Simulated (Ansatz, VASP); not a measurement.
# MgI2: VASP beside Ansatz

File INCAR:

```
SYSTEM = MgI2
PREC     = Accurate       ! precision mode
ENCUT    = 520            ! plane-wave cutoff, eV
EDIFF    = 1E-7           ! SCF threshold, eV
ISMEAR   = 0              ! smearing method
SIGMA    = 0.05           ! smearing width, eV
LREAL    = .False.        ! projectors in reciprocal space
LASPH    = .True.         ! aspherical terms in the spheres
NELM     = 80             ! most SCF steps
ALGO     = Normal         ! electronic algorithm
ISIF     = 2              ! what is computed and relaxed
LWAVE    = .False.        ! write WAVECAR
LCHARG   = .True.         ! write CHGCAR
GGA      = CA             ! functional
LELF     = .True.         ! ELF
LVHAR    = .True.       
NBANDS   = 15             ! bands
```

The input KPOINTS:

```
Automatic mesh
0
Gamma
  6 6 4
  0 0 0
```

File POSCAR:

```
MgI2
1.0
    4.0774752860      0.0000000000      0.0000000000
   -2.0387376430      3.5311971809      0.0000000000
    0.0000000000      0.0000000000      6.6885602206
Mg I
1 2
Direct
    0.0000000000      0.0000000000      0.0000000000
    0.3333333333      0.6666666667      0.7598241385
    0.6666666667      0.3333333333      0.2401758615
```

Input for Ansatz:

```yaml
crystal:
  lattice:
    - [4.077475286, 0.0, 0.0]
    - [-2.038737643, 3.5311971809, 0.0]
    - [0.0, 0.0, 6.6885602206]
  atoms:
    - { symbol: Mg, position: [0.0, 0.0, 0.0] }
    - { symbol: I, position: [0.3333333333, 0.6666666667, 0.7598241385] }
    - { symbol: I, position: [0.6666666667, 0.3333333333, 0.2401758615] }
basis:
  ecutwfc: 520.0
kpoints:
  mp_grid: { grid: [6, 6, 4] }
hamiltonian:
  xc: lda
scf:
  occupations: { method: gaussian, width: 0.05 }
output:
  forces: true
  stress: true
  eigenvalues: true
```

Alike in both runs: task single point; functional LDA; k mesh 6 × 6 × 4; occupations gaussian, width 0.05 eV; no spin polarisation.

|  | VASP | Ansatz |
| --- | --- | --- |
| version | VASP 6.6.1 | Ansatz 0.2.0 |
| potentials or method | VASP PAW LDA potentials, release 64 (Mg, I), cutoff 520 eV | scalar-relativistic, plane waves, PAW |
| valence electrons in the cell | 16 | 44 |

|  | VASP | Ansatz | Ansatz less VASP |
| --- | --- | --- | --- |
| gap on the k mesh at the Fermi level (eV) | 3.33 | 3.35 | +0.020 |
| least direct gap on the mesh (eV) | 3.67 | 3.66 | -0.011 |
| pressure (GPa) | 0.8 | 0.9 | +0.09 |
| traceless stress, the component that is largest in VASP (GPa) | 0.43 | 0.41 | -0.026 |
| rms of the force components (eV/Å) | 0.134 | 0.138 | +0.0037 |

LDA's correlation is that of Perdew and Zunger in VASP and of Perdew and Wang (1992) in Ansatz. Atom by atom the forces differ by 0.004 eV/Å (rms over components). VASP's potentials hold 16 valence electrons a cell and Ansatz's 44, so a difference there can come from the potentials and not from the codes.

Spin-orbit coupling is off throughout.
